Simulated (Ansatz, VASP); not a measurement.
# In3Cu in VASP and in Ansatz

```xyz
4
Lattice="4.4440 0.0398 0.0398 0.0398 4.4440 0.0398 0.0398 0.0398 4.4440" Properties=species:S:1:pos:R:3 pbc="T T T"
In    0.0398    2.2419    2.2419
In    2.2419    0.0398    2.2419
In    2.2419    2.2419    0.0398
Cu    0.0000    0.0000    0.0000
```

Alike in both runs: task single point; functional LDA; k mesh 10 × 10 × 10; occupations gaussian, width 0.15 eV; no spin polarisation.

|  | VASP | Ansatz |
| --- | --- | --- |
| version | VASP 6.6.1 | Ansatz 0.2.0 |
| potentials or method | VASP PAW LDA potentials, release 64 (In_d, Cu), cutoff 520 eV | scalar-relativistic, plane waves, PAW |
| valence electrons in the cell | 50 | 58 |

```csv
,VASP,Ansatz,Ansatz less VASP
gap on the k mesh at the Fermi level (eV),none,none,-
pressure (GPa),-4.0,-4.1,-0.04
"traceless stress, the component that is largest in VASP (GPa)",-0.10,-0.10,0.000
```

LDA's correlation is that of Perdew and Zunger in VASP and of Perdew and Wang (1992) in Ansatz. A gap of «none» marks a metal or a gap that the smearing closes. VASP's potentials hold 50 valence electrons a cell and Ansatz's 58, so a difference there can come from the potentials and not from the codes.
